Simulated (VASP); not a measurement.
# MgO (Fm-3m) in VASP: single point with LDA

Aim: the single point of MgO with LDA.

Everything below comes from runs of VASP 6.6.1. Logs are shortened: lines on timing, memory, paths and dates and some standing lists are left out, and cuts for length are marked.

**What was measured.**

“Electronic structure of alkaline earth and post-transition metal oxides”, 2009, arxiv:0908.1581 quotes, for a bulk crystal of MgO: band gap 7.83 eV.

The results are compared with them further down.

### Step 1. The cell of the first run

The structure is cubic, space group Fm-3m (No. 225). Conventional cell: a = 4.159 Å, b = 4.159 Å, c = 4.159 Å, α = 90.00°, β = 90.00°, γ = 90.00°. Mg (site symmetry m-3m) has 6 O at 2.08 Å within 2.8 Å. Within 2.8 Å of O (site symmetry m-3m) lie 6 Mg at 2.08 Å.

### Step 2. Single point, LDA

INCAR

```
  PREC = Accurate
  ENCUT = 840
  EDIFF = 1E-6
  ISMEAR = 0
  SIGMA = 0.02
  LREAL = False
  LASPH = True
  NELM = 120
  ALGO = Normal
  ISIF = 2
  LWAVE = False
  LCHARG = False
  NBANDS = 15
  GGA_COMPAT = False
```

KPOINTS

```
Automatic mesh
0
Gamma
  10 10 10
```

POSCAR

```
MgO
1.0
    0.0000000000      2.0795966711      2.0795966711
    2.0795966711      0.0000000000      2.0795966711
    2.0795966711      2.0795966711      0.0000000000
Mg O
1 1
Direct
    0.0000000000      0.0000000000      0.0000000000
    0.5000000000      0.5000000000      0.5000000000
```

Potentials or basis: VASP PAW LDA potentials, release 64 (Mg_sv, O).

Run with:

```bash
> cat potpaw_LDA.64/Mg_sv/POTCAR potpaw_LDA.64/O/POTCAR > POTCAR
> mpirun -np 1 vasp_std > vasp.out
```

OUTCAR:

```text
PREC = Accurate
   ENCUT = 840
   EDIFF = 1E-6
   ISMEAR = 0
   LREAL = False
   LASPH = True
   NELM = 120
   ISIF = 2

 ion  position               nearest neighbor table
   1  0.000  0.000  0.000-   2 2.08   2 2.08   2 2.08   2 2.08   2 2.08   2 2.08
   2  0.500  0.500  0.500-   1 2.08   1 2.08   1 2.08   1 2.08   1 2.08   1 2.08

  LATTYP: Found a face centered cubic cell.
 ALAT       =     4.1591933422

  Lattice vectors:

 A1 = (   0.0000000000,   2.0795966711,   2.0795966711)
 A2 = (   2.0795966711,   0.0000000000,   2.0795966711)
 A3 = (   2.0795966711,   2.0795966711,   0.0000000000)

Analysis of symmetry for initial positions (statically):
=====================================================================
 Subroutine PRICEL returns:
 Original cell was already a primitive cell.

 Routine SETGRP: Setting up the symmetry group for a
 face centered cubic supercell.

 Subroutine GETGRP returns: Found 48 space group operations
 (whereof 48 operations were pure point group operations)
 out of a pool of 48 trial point group operations.

The static configuration has the point symmetry O_h .

Analysis of symmetry for dynamics (positions and initial velocities):
=====================================================================
 Subroutine PRICEL returns:
 Original cell was already a primitive cell.

 Routine SETGRP: Setting up the symmetry group for a
 face centered cubic supercell.

 Subroutine GETGRP returns: Found 48 space group operations
 (whereof 48 operations were pure point group operations)
 out of a pool of 48 trial point group operations.

The dynamic configuration has the point symmetry O_h .

 Subroutine INISYM returns: Found 48 space group operations
 (whereof 48 operations are pure point group operations),
 and found     1 'primitive' translations

----------------------------------------------------------------------------------------

                                     Primitive cell

  volume of cell :      17.9874

  direct lattice vectors                    reciprocal lattice vectors
     0.000000000  2.079596671  2.079596671    -0.240431237  0.240431237  0.240431237
     2.079596671  0.000000000  2.079596671     0.240431237 -0.240431237  0.240431237
     2.079596671  2.079596671  0.000000000     0.240431237  0.240431237 -0.240431237

  length of vectors
     2.940993817  2.940993817  2.940993817     0.416439118  0.416439118  0.416439118

  position of ions in fractional coordinates (direct lattice)
     0.000000000  0.000000000  0.000000000
     0.500000000  0.500000000  0.500000000

  ion indices of the primitive-cell ions
   primitive index   ion index
                 1           1
                 2           2

----------------------------------------------------------------------------------------

 KPOINTS: Automatic mesh

Automatic generation of k-mesh.
 Grid dimensions read from file:
 generate k-points for:   10   10   10

 Generating k-lattice:

  Cartesian coordinates                     Fractional coordinates (reciprocal lattice)
    -0.024043124  0.024043124  0.024043124     0.100000000  0.000000000  0.000000000
     0.024043124 -0.024043124  0.024043124     0.000000000  0.100000000  0.000000000
     0.024043124  0.024043124 -0.024043124     0.000000000  0.000000000  0.100000000

  Length of vectors
     0.041643912  0.041643912  0.041643912

  Shift w.r.t. Gamma in fractional coordinates (k-lattice)
     0.000000000  0.000000000  0.000000000

 Subroutine IBZKPT returns following result:
 ===========================================

 Found     47 irreducible k-points:

 Following reciprocal coordinates:
            Coordinates               Weight
  0.000000  0.000000  0.000000      1.000000
  0.100000  0.000000  0.000000      8.000000
  0.200000  0.000000  0.000000      8.000000
  0.300000  0.000000  0.000000      8.000000
  0.400000  0.000000  0.000000      8.000000
  0.500000  0.000000  0.000000      4.000000
[... 16 lines left out ...]
  0.300000  0.300000  0.000000      6.000000
  0.400000  0.300000  0.000000     24.000000
 [... further k-points ...]
   k-points           NKPTS =     47   k-points in BZ     NKDIM =     47   number of bands    NBANDS=     15
   number of dos      NEDOS =    301   number of ions     NIONS =      2
   total plane-waves  NPLWV =  21952
   dimension x,y,z NGX =    28 NGY =   28 NGZ =   28
   dimension x,y,z NGXF=    56 NGYF=   56 NGZF=   56
   ions per type =               1   1
   NGX,Y,Z   is equivalent  to a cutoff of  15.83, 15.83, 15.83 a.u.
   NGXF,Y,Z  is equivalent  to a cutoff of  31.66, 31.66, 31.66 a.u.
 SYSTEM =  unknown system
   PREC   = accura    normal or accurate (medium, high low for compatibility)
   ISTART =      0    job   : 0-new  1-cont  2-samecut
   ICHARG =      2    charge: 1-file 2-atom 10-const
   ISPIN  =      1    spin polarized calculation?
   LNONCOLLINEAR =      F non collinear calculations
   LSORBIT =      F    spin-orbit coupling
   LASPH  =      T    aspherical Exc in radial PAW
   ENCUT  =  840.0 eV  61.74 Ry    7.86 a.u.   6.95  6.95  6.95*2*pi/ulx,y,z
   NELM   =    120;   NELMIN=  2; NELMDL= -5     # of ELM steps
   EDIFF  = 0.1E-05   stopping-criterion for ELM
   LREAL  =      F    real-space projection
   EDIFFG = 0.1E-04   stopping-criterion for IOM
   NSW    =      0    number of steps for IOM
   IBRION =     -1    ionic relax: 0-MD 1-quasi-New 2-CG
   NFREE  =      0    steps in history (QN), initial steepest desc. (CG)
   ISIF   =      2    stress and relaxation
   ISYM   =      2    0-nonsym 1-usesym 2-fastsym
   POTIM  = 0.5000    time-step for ionic-motion
   TEBEG  =    0.0;   TEEND  =   0.0 temperature during run
   PSTRESS=    0.0 pullay stress
   NELECT =      16.0000    total number of electrons
   NUPDOWN=      -1.0000    fix difference up-down
   EMIN   =  10.00;   EMAX   =-10.00  energy-range for DOS
   EFERMI =   0.00;   METHOD = LEGACY
   ISMEAR =     0;   SIGMA  =   0.02  broadening in eV -4-tet -1-fermi 0-gaus
   EFERMI_NEDOS =   21; number of points for ismear=-14 and -15
   IALGO  =     38    algorithm
   IMIX   =      4    mixing-type and parameters
     AMIX     =   0.40;   BMIX     =  1.00
     AMIX_MAG =   1.60;   BMIX_MAG =  1.00
  volume/ion in A,a.u.               =       8.99        60.69
  Fermi-wavevector in a.u.,A,eV,Ry     =   1.574439  2.975257 33.726893  2.478857
  Thomas-Fermi vector in A             =   2.675573
   LORBIT       =      0    0 simple, 1 ext, 2 COOP (PROOUT), +10 PAW based schemes
   GGA     = CA    functional components
   LHFCALC =     F    Hartree Fock is set to
   AEXX    =    0.0000 exact exchange contribution
   IVDW    =     0    specifies the selected vdW correction
   LEPSILON=     F    determine dielectric tensor
   LRPA    =     F    only Hartree local field effects (RPA)
 non-spin polarized calculation
 Gauss-broadening in eV      SIGMA  =   0.02
  energy-cutoff  :      840.00
  volume of cell :       17.99
 maximum number of plane-waves:      1010
   NGX = 13   NGY = 13   NGZ = 13

 number of electron      15.9999996 magnetization

 Free energy of the ion-electron system (eV)
  ---------------------------------------------------
  ext. energy  EPLUGINS =         0.00000000
  ---------------------------------------------------
  free energy    TOTEN  =       -13.23340265 eV

  energy without entropy =      -13.23340265  energy(sigma->0) =      -13.23340265

 E-fermi :   3.0750     XC(G=0): -12.1306

 val. band max:        2.8603430178   @ k =   0.0000   0.0000   0.0000
 cond. band min:       7.9054342549   @ k =   0.0000   0.0000   0.0000
 fundamental gap:      5.0450912370
 Fermi energy:         3.0750262365

 k-point     1 :       0.0000    0.0000    0.0000
  band No.  band energies     occupation
      1     -68.3541      2.00000
      2     -35.8105      2.00000
      3     -35.8105      2.00000
      4     -35.8105      2.00000
      5     -14.3255      2.00000
      6       2.8603      2.00000
      7       2.8603      2.00000
      8       2.8603      2.00000
      9       7.9054      0.00000
     10      18.5960      0.00000
     11      18.5960      0.00000
     12      18.5960      0.00000
     13      22.7247      0.00000
     14      24.4045      0.00000
     15      24.4045      0.00000

 k-point     2 :       0.1000    0.0000    0.0000
  band No.  band energies     occupation
      1     -68.3530      2.00000
      2     -35.8208      2.00000
      3     -35.8115      2.00000
      4     -35.8115      2.00000
      5     -14.2047      2.00000
      6       2.1949      2.00000
      7       2.7863      2.00000
      8       2.7863      2.00000
      9       8.5235      0.00000
     10      17.3610      0.00000
     11      18.8499      0.00000
     12      18.8499      0.00000
     13      23.7140      0.00000
     14      23.7140      0.00000
     15      24.4187      0.00000

 k-point     3 :       0.2000    0.0000    0.0000
  band No.  band energies     occupation
      1     -68.3503      2.00000
      2     -35.8476      2.00000
      3     -35.8142      2.00000
      4     -35.8142      2.00000
      5     -13.8716      2.00000
      6       0.8209      2.00000
      7       2.5991      2.00000
      8       2.5991      2.00000
      9       9.6920      0.00000
     10      15.8809      0.00000
     11      19.3777      0.00000
     12      19.3777      0.00000
     13      23.0302      0.00000
     14      23.0302      0.00000
     15      25.4401      0.00000

 k-point     4 :       0.3000    0.0000    0.0000
  band No.  band energies     occupation
      1     -68.3466      2.00000
      2     -35.8804      2.00000
      3     -35.8174      2.00000
      4     -35.8174      2.00000
      5     -13.4186      2.00000
      6      -0.5777      2.00000
      7       2.3795      2.00000
      8       2.3795      2.00000
      9      10.5530      0.00000
     10      15.2895      0.00000
     11      19.5513      0.00000
     12      19.5513      0.00000
     13      23.4686      0.00000
     14      23.4686      0.00000
     15      24.8393      0.00000
[... 307 lines left out ...]
 k-point    22 :      -0.2000    0.2000    0.0000
  band No.  band energies     occupation
      1     -68.3456      2.00000
      2     -35.8746      2.00000
      3     -35.8370      2.00000
      4     -35.8164      2.00000
      5     -13.2906      2.00000
      6      -0.3689      2.00000
      7       1.4395      2.00000
      8       2.3720      2.00000
      9      11.5605      0.00000
     10      14.7575      0.00000
     11      18.1232      0.00000
     12      20.7866      0.00000
     13      21.3393      0.00000
     14      24.3542      0.00000
     15      28.0028      0.00000

 k-point    23 :       0.3000    0.3000    0.0000
  band No.  band energies     occupation
      1     -68.3445      2.00000
      2     -35.8722      2.00000
      3     -35.8335      2.00000
      4     -35.8335      2.00000
      5     -13.2093      2.00000
      6      -0.4240      2.00000
      7       1.8706      2.00000
      8       1.8706      2.00000
      9      11.9848      0.00000
     10      13.1360      0.00000
     11      17.4241      0.00000
     12      20.9561      0.00000
     13      20.9561      0.00000
     14      27.1184      0.00000
     15      30.7148      0.00000

 k-point    24 :       0.4000    0.3000    0.0000
  band No.  band energies     occupation
      1     -68.3421      2.00000
      2     -35.8852      2.00000
      3     -35.8403      2.00000
      4     -35.8372      2.00000
      5     -12.9321      2.00000
      6      -0.8771      2.00000
      7       1.4817      2.00000
      8       1.7152      2.00000
      9      12.5764      0.00000
     10      13.0051      0.00000
     11      16.6024      0.00000
     12      21.2263      0.00000
     13      21.4435      0.00000
     14      27.8874      0.00000
     15      30.3249      0.00000

 [... further k-points ...]
[... 5 lines left out ...]
  --------------------------------------------------------------------------------------
  -------------------------------------------------------------------------------------
  Total        0.0695414      0.0695414      0.0695414      0.0000000      0.0000000     -0.0000000
  in kB        6.1942204      6.1942204      6.1942204      0.0000000      0.0000000     -0.0000000
  external PRESSURE =       6.1942204 kB  Pullay stress =       0.0000000 kB

 VOLUME and BASIS-vectors are now :
 -----------------------------------------------------------------------------
  energy-cutoff  :      840.00
  volume of cell :       17.99
      direct lattice vectors                 reciprocal lattice vectors
     0.000000000  2.079596671  2.079596671    -0.240431237  0.240431237  0.240431237
     2.079596671  0.000000000  2.079596671     0.240431237 -0.240431237  0.240431237
     2.079596671  2.079596671  0.000000000     0.240431237  0.240431237 -0.240431237

 POSITION                                       TOTAL-FORCE (eV/Angst)
 -----------------------------------------------------------------------------------
      0.00000      0.00000      0.00000        -0.000000     -0.000000     -0.000000
      2.07960      2.07960      2.07960         0.000000      0.000000      0.000000
 -----------------------------------------------------------------------------------
    total drift:                                0.000000      0.000000      0.000000

  FREE ENERGIE OF THE ION-ELECTRON SYSTEM (eV)
  ---------------------------------------------------
  free  energy   TOTEN  =       -13.2334026485 eV

  energy  without entropy=      -13.2334026485  energy(sigma->0) =      -13.23340265
```

Run time: 16 s. Hardware: 1 thread of Intel Xeon Platinum 8259CL at 2.50GHz (Skylake/Cascade Lake), shared host; peak memory 0.15 GiB.

Results:

```
Free energy            : -13.2334 eV
Pressure               : 0.6 GPa
Band gap on the k mesh : 5.05 eV
```

### Step 3. Against experiment

Step 2. Measured gap of MgO: 7.83 eV (quoted in “Electronic structure of alkaline earth and post-transition metal oxides”, 2009, arxiv:0908.1581). This calculation gives 5.05 eV (-2.78 eV). The value is that of LDA, without temperature or zero-point motion. Semilocal functionals fall short of measured gaps as a rule.
